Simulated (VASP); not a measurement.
A run of VASP 6.6.1 is set up as follows.

The input INCAR:

```
SYSTEM = Mg16HO16
PREC = Accurate ; ENCUT = 520
EDIFF = 1E-7 ; ISMEAR = 0
SIGMA = 0.01 ; LREAL = Auto
LASPH = .True. ; NELM = 150
ALGO = Normal ; ISIF = 2
LWAVE = .False. ; LCHARG = .False.
ISPIN = 2 ; MAGMOM = 0 0.111 0 0.111 0 0 0.111 0 0 0 0 0 0 0 0 0.111 0 0 0 0.111 0 0 0 0 0 0 0.111 0 0.111 0 0 0.111 0.111
LORBIT = 11 ; GGA = PE
NBANDS = 90
```

File KPOINTS:

```
Automatic mesh
0
Gamma
  2 2 2
  0.5 0.5 0.5
```

File POSCAR:

```
Mg16HO16
1.0
   -4.2535896556      4.2535896556     -4.2535896556
    4.2535896556      4.2535896556      4.2535896556
    4.2535896556     -4.2535896556     -4.2535896556
Mg O H
16 16 1
Direct
    0.2510119457      0.7518862381      0.0011464902
   -0.0001233688     -0.0055029274      0.0011504309
    0.4981298034      0.7484090984      0.7505311509
    0.7442413474      0.2501566289      0.0011557558
    0.2504826183     -0.0009731627      0.7500155675
    0.5016133529      0.5012874157      0.0011421545
   -0.0001323011      0.2501528771      0.7455249938
    0.7492624346      0.7484095709      0.4994041423
    0.4981247351     -0.0004600840      0.4994001951
    0.7487431910      0.5007521093      0.7500152848
   -0.0001231185      0.7518878781      0.2522827150
    0.2510038984      0.2501545754      0.5028871666
   -0.0001237503      0.5012889367      0.5028906502
    0.7487455591     -0.0009764142      0.2517552220
    0.5016102053      0.2501541679      0.2522772911
    0.2554847343      0.5057678041      0.2567529401
    0.2507094741      0.5009872492      0.7530458258
   -0.0001217431      0.7512207596      0.7503142616
    0.4988078924      0.4982485690      0.5000774182
    0.7343484231     -0.0153665582      0.7356174858
    0.2479715937      0.7490846725      0.5000758267
    0.5009417991      0.2501535750      0.7503099996
   -0.0001242064     -0.0006826265      0.5022109468
    0.7517788764      0.5009888487      0.2519801850
    0.4988050679      0.7490822049      0.2492368530
    0.7490401251      0.2501526471      0.5022093120
   -0.0001196186      0.5156521139      0.0011515322
    0.2507078113      0.0020494895      0.2519774732
   -0.0001220433      0.2501635357      0.2666627011
    0.7490447030      0.7512202154      0.0011452699
    0.5009440380     -0.0006834977      0.0011443346
    0.2653933821      0.2501627973      0.0011499287
   -0.0001711607      0.2500547811      0.0011225244
```

Potentials or basis: VASP PAW PBE potentials, release 64 (Mg, O, H).

The run is started by

```console
$ cat potpaw_PBE.64/Mg/POTCAR potpaw_PBE.64/O/POTCAR potpaw_PBE.64/H/POTCAR > POTCAR
$ mpirun -np 1 vasp_std > vasp.out
```

(1) What does it give for the band gap on the k mesh?

(2) What does it give for the largest force?

(3) What does it give for the net moment?

Answers

(1) 1.30 eV.

(2) 0.011 eV/Å.

(3) 1.00 μB per cell.

Caveat: the cell differs from its parent crystal (with an interstitial atom, then relaxed in part).
